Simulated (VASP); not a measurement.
# AlN (I4/mmm) in VASP: a series of runs

Runs on AlN. Level: PBEsol. Tasks: single point.

Program: VASP 6.6.1. These are calculated values, not measurements. Logs are shortened: lines on timing, memory, paths and dates and some standing lists are left out, and cuts for length are marked.

**1. The cell of the first run**

It takes space group I4/mmm (No. 139, tetragonal). The conventional cell has a = 2.877 Å, b = 2.877 Å, c = 4.028 Å, α = 90.00°, β = 90.00°, γ = 90.00°. Al (site symmetry 4/mmm) has 6 N at 2.01 to 2.03 Å within 2.7 Å. Within 2.7 Å of N (site symmetry 4/mmm) lie 6 Al at 2.01 to 2.03 Å.

**2. Single point, PBEsol (strain -0.0100 x Voigt [0, 0, 1, 0, 0, 0])**

The input, INCAR:

```
SYSTEM = AlN
PREC = Accurate
ENCUT = 520
EDIFF = 1E-7
ISMEAR = 0
SIGMA = 0.05
LREAL = .False.
LASPH = .True.
NELM = 80
ALGO = Normal
ISIF = 2
LWAVE = .False.
LCHARG = .False.
GGA = PS
NBANDS = 11
```

The input, KPOINTS:

```
Automatic mesh
0
Gamma
  10 10 10
  0 0 0
```

The input, POSCAR:

```
AlN
1.0
    0.0000000000      2.0345180000      2.0141728200
    2.0345180000      0.0000000000      2.0141728200
    2.0345180000      2.0345180000      0.0000000000
Al N
1 1
Direct
    0.5000000000      0.5000000000      0.5000000000
    0.0000000000      0.0000000000      0.0000000000
```

Potentials or basis: VASP PAW PBE potentials, release 64 (Al, N).

On the command line:

```bash
$ cat potpaw_PBE.64/Al/POTCAR potpaw_PBE.64/N/POTCAR > POTCAR
$ mpirun -np 1 vasp_std > vasp.out
```

OUTCAR:

```text
SYSTEM = AlN
   PREC = Accurate
   ENCUT = 520
   EDIFF = 1E-7
   ISMEAR = 0
   LREAL = .False.
   LASPH = .True.
   NELM = 80
   ISIF = 2
   GGA = PS

 ion  position               nearest neighbor table
   1  0.500  0.500  0.500-   2 2.01   2 2.01   2 2.03   2 2.03   2 2.03   2 2.03
   2  0.000  0.000  0.000-   1 2.01   1 2.01   1 2.03   1 2.03   1 2.03   1 2.03

  LATTYP: Found a body centered tetragonal cell.
 ALAT       =     2.8772429485
 C/A-ratio  =     1.4000714267

  Lattice vectors:

 A1 = (   0.0000000000,  -2.0345180000,  -2.0141728200)
 A2 = (   0.0000000000,   2.0345180000,  -2.0141728200)
 A3 = (   2.0345180000,   0.0000000000,   2.0141728200)

Analysis of symmetry for initial positions (statically):
=====================================================================
 Subroutine PRICEL returns:
 Original cell was already a primitive cell.

 Routine SETGRP: Setting up the symmetry group for a
 body centered tetragonal supercell.

 Subroutine GETGRP returns: Found 16 space group operations
 (whereof 16 operations were pure point group operations)
 out of a pool of 16 trial point group operations.

The static configuration has the point symmetry D_4h.

Analysis of symmetry for dynamics (positions and initial velocities):
=====================================================================
 Subroutine PRICEL returns:
 Original cell was already a primitive cell.

 Routine SETGRP: Setting up the symmetry group for a
 body centered tetragonal supercell.

 Subroutine GETGRP returns: Found 16 space group operations
 (whereof 16 operations were pure point group operations)
 out of a pool of 16 trial point group operations.

The dynamic configuration has the point symmetry D_4h.

 Subroutine INISYM returns: Found 16 space group operations
 (whereof 16 operations are pure point group operations),
 and found     1 'primitive' translations

----------------------------------------------------------------------------------------

                                     Primitive cell

  volume of cell :      16.6744

  direct lattice vectors                    reciprocal lattice vectors
     0.000000000  2.034518000  2.014172820    -0.245758455  0.245758455  0.248240863
     2.034518000  0.000000000  2.014172820     0.245758455 -0.245758455  0.248240863
     2.034518000  2.034518000  0.000000000     0.245758455  0.245758455 -0.248240863

  length of vectors
     2.862892880  2.862892880  2.877242948     0.427104159  0.427104159  0.427104159

  position of ions in fractional coordinates (direct lattice)
[... 83 lines left out ...]
   IBRION =     -1    ionic relax: 0-MD 1-quasi-New 2-CG
   NFREE  =      0    steps in history (QN), initial steepest desc. (CG)
   ISIF   =      2    stress and relaxation
   ISYM   =      2    0-nonsym 1-usesym 2-fastsym
   POTIM  = 0.5000    time-step for ionic-motion
   TEBEG  =    0.0;   TEEND  =   0.0 temperature during run
   PSTRESS=    0.0 pullay stress
   NELECT =       8.0000    total number of electrons
   NUPDOWN=      -1.0000    fix difference up-down
   EMIN   =  10.00;   EMAX   =-10.00  energy-range for DOS
   EFERMI =   0.00;   METHOD = LEGACY
   ISMEAR =     0;   SIGMA  =   0.05  broadening in eV -4-tet -1-fermi 0-gaus
   EFERMI_NEDOS =   21; number of points for ismear=-14 and -15
   IALGO  =     38    algorithm
   IMIX   =      4    mixing-type and parameters
     AMIX     =   0.40;   BMIX     =  1.00
     AMIX_MAG =   1.60;   BMIX_MAG =  1.00
  volume/ion in A,a.u.               =       8.34        56.26
  Fermi-wavevector in a.u.,A,eV,Ry     =   1.281607  2.421886 22.347796  1.642517
  Thomas-Fermi vector in A             =   2.413967
   LORBIT       =      0    0 simple, 1 ext, 2 COOP (PROOUT), +10 PAW based schemes
   GGA     = PS    functional components
   LHFCALC =     F    Hartree Fock is set to
   AEXX    =    0.0000 exact exchange contribution
   IVDW    =     0    specifies the selected vdW correction
   LEPSILON=     F    determine dielectric tensor
   LRPA    =     F    only Hartree local field effects (RPA)
 non-spin polarized calculation
 Gauss-broadening in eV      SIGMA  =   0.05
  energy-cutoff  :      520.00
  volume of cell :       16.67
 maximum number of plane-waves:       461
 NGX is ok and might be reduce to    24
   NGX = 11   NGY = 11   NGZ = 11

 number of electron       7.9999999 magnetization

 Free energy of the ion-electron system (eV)
  ---------------------------------------------------
  ext. energy  EPLUGINS =         0.00000000
  ---------------------------------------------------
  free energy    TOTEN  =       -15.44718629 eV

  energy without entropy =      -15.44718629  energy(sigma->0) =      -15.44718629

 E-fermi :   9.9909     XC(G=0): -12.4099

 val. band max:        9.7941768499   @ k =   0.0000   0.0000   0.0000
 cond. band min:      14.1785835934   @ k =   0.5000   0.5000   0.0000
 fundamental gap:      4.3844067435
 Fermi energy:         9.9908632719

 k-point     1 :       0.0000    0.0000    0.0000
  band No.  band energies     occupation
      1      -7.6986      2.00000
      2       9.7206      2.00000
      3       9.7942      2.00000
      4       9.7942      2.00000
      5      15.3092      0.00000
      6      21.7244      0.00000
      7      21.7244      0.00000
      8      21.8578      0.00000
      9      26.8237      0.00000
     10      27.2278      0.00000
     11      27.5598      0.00000
[... 309 lines left out ...]
 k-point    24 :       0.4000    0.3000    0.0000
  band No.  band energies     occupation
      1      -4.6487      2.00000
      2       3.9261      2.00000
      3       6.9500      2.00000
      4       7.4493      2.00000
      5      15.7400      0.00000
      6      16.4943      0.00000
      7      21.8717      0.00000
      8      25.0937      0.00000
      9      25.8634      0.00000
     10      31.3403      0.00000
     11      34.3314      0.00000

 [... further k-points ...]
[... 5 lines left out ...]
  --------------------------------------------------------------------------------------
  -------------------------------------------------------------------------------------
  Total       -0.3049991     -0.3049991     -0.0133140      0.0000000      0.0000000      0.0000000
  in kB      -29.3061921    -29.3061921     -1.2792906      0.0000000      0.0000000      0.0000000
  external PRESSURE =     -19.9638916 kB  Pullay stress =       0.0000000 kB

 VOLUME and BASIS-vectors are now :
 -----------------------------------------------------------------------------
  energy-cutoff  :      520.00
  volume of cell :       16.67
      direct lattice vectors                 reciprocal lattice vectors
     0.000000000  2.034518000  2.014172820    -0.245758455  0.245758455  0.248240863
     2.034518000  0.000000000  2.014172820     0.245758455 -0.245758455  0.248240863
     2.034518000  2.034518000  0.000000000     0.245758455  0.245758455 -0.248240863

 POSITION                                       TOTAL-FORCE (eV/Angst)
 -----------------------------------------------------------------------------------
      2.03452      2.03452      2.01417        -0.000000      0.000000      0.000000
      0.00000      0.00000      0.00000         0.000000     -0.000000     -0.000000
 -----------------------------------------------------------------------------------
    total drift:                                0.000000     -0.000000     -0.000000

  FREE ENERGIE OF THE ION-ELECTRON SYSTEM (eV)
  ---------------------------------------------------
  free  energy   TOTEN  =       -15.4471862878 eV

  energy  without entropy=      -15.4471862878  energy(sigma->0) =      -15.44718629
```

stdout:

```text
POSCAR found type information on POSCAR AlN
 POSCAR found :  2 types and       2 ions
 scaLAPACK will be used
 -----------------------------------------------------------------------------
|                                                                             |
|                                                                             |
|     You enforced a specific xc type in the INCAR file but a different       |
|     I HOPE YOU KNOW WHAT YOU ARE DOING!                                     |
|                                                                             |
 -----------------------------------------------------------------------------

 LDA part: xc-table for (Slater+PW92), standard interpolation
 POSCAR, INCAR and KPOINTS ok, starting setup
 FFT: planning ... GRIDC
 FFT: planning ... GRID_SOFT
 FFT: planning ... GRID
 WAVECAR not read
 entering main loop
```

It took 26 s on 1 thread of Intel Xeon 8259CL, shared host; peak memory 0.14 GiB.

What came out:

| Item | Value |
| --- | --- |
| Free energy | -15.4472 eV |
| Pressure | -2.0 GPa |
| Band gap on the k mesh | 4.38 eV, indirect (least direct gap 5.51 eV) |

Stress tensor (GPa, compression positive):
```
-2.93  0.00  0.00
 0.00 -2.93  0.00
 0.00  0.00 -0.13
```

Caveat: the cell differs from its parent crystal (strain -0.0100 x Voigt [0, 0, 1, 0, 0, 0]); the PAW data sets were made with another functional, which shifts forces and pressure a little. A k mesh can miss the band edges.

(Continued in part 2 of 3.)
